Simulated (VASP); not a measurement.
Write the native input for VASP 6.6.1 that does the following.

```
Task                   : relaxation of shape and atoms at fixed volume
Functional             : PBE
Potentials or basis    : VASP PAW PBE potentials, release 64 (V_sv, O)
Cutoff                 : 600 eV
k mesh                 : 6 × 10 × 6
Occupations            : gaussian, width 0.02 eV
Spin                   : collinear spin, ferromagnetic start
Starting moments       : [0.95, 0.95, 0.0, 0.0, 0.0, 0.0] μB
Hubbard terms          : V d U = 3.25 eV
Dipole correction      : no
Further INCAR settings : ALGO = Normal; EDIFF = 1e-07; IBRION = 2; EDIFFG = -0.01; NSW = 50; ISIF = 4
```

The structure of VO2 lies in POSCAR:

```
VO2
1.0
    4.3345161392      0.0000000000      0.0685429322
    0.0000000000      2.9430219159      0.0000000000
   -0.0685279047      0.0000000000      4.3345163768
V O
2 4
Direct
    0.0000000000      0.0000000000      0.0000000000
    0.5000000000      0.5000000000      0.5000000000
    0.7989370446      0.5000000000      0.2010629554
    0.2010629554      0.5000000000      0.7989370446
    0.7010628746      0.0000000000      0.7010628746
    0.2989371254      0.0000000000      0.2989371254
```

The input as run:

INCAR

```
PREC = Accurate
ENCUT = 600
EDIFF = 1E-7
ISMEAR = 0
SIGMA = 0.02
LREAL = False
LASPH = True
NELM = 200
ALGO = Normal
ISIF = 4
LWAVE = False
LCHARG = False
ISPIN = 2
MAGMOM = 0.95 0.95 0 0 0 0
LORBIT = 11
LMAXMIX = 4
LDAU = True
LDAUTYPE = 2
LDAUL = 2 -1
LDAUU = 3.25 0
LDAUJ = 0 0
LDAUPRINT = 1
GGA = PE
IBRION = 2
NSW = 50
EDIFFG = -0.01
GGA_COMPAT = False
NELMIN = 4
KPAR = 4
```

KPOINTS

```
Automatic mesh
0
Gamma
  6 10 6
```

Potentials or basis: VASP PAW PBE potentials, release 64 (V_sv, O).

Command:

```sh
$ cat potpaw_PBE.64/V_sv/POTCAR potpaw_PBE.64/O/POTCAR > POTCAR
$ mpirun -np 4 vasp_std > vasp.out
```

It gave:

| Property | Result |
| --- | --- |
| Energy gained by relaxing | 0.1 meV/atom |
| Ionic steps | 4 |
| Pressure after relaxing | 31.6 GPa |
| Band gap on the k mesh | 1.01 eV (least direct gap 1.25 eV) |
| Net moment | 2.00 μB per cell |
| Site moments | V +1.04; O -0.03 μB |
| Valence electrons inside the program's atomic spheres | V 11.59; O 5.12 |

It took 110 s on 4 MPI ranks on Intel(R) Xeon(R) 6975P-C (Granite Rapids), with other jobs on the host, peak memory 0.32 GiB a rank.
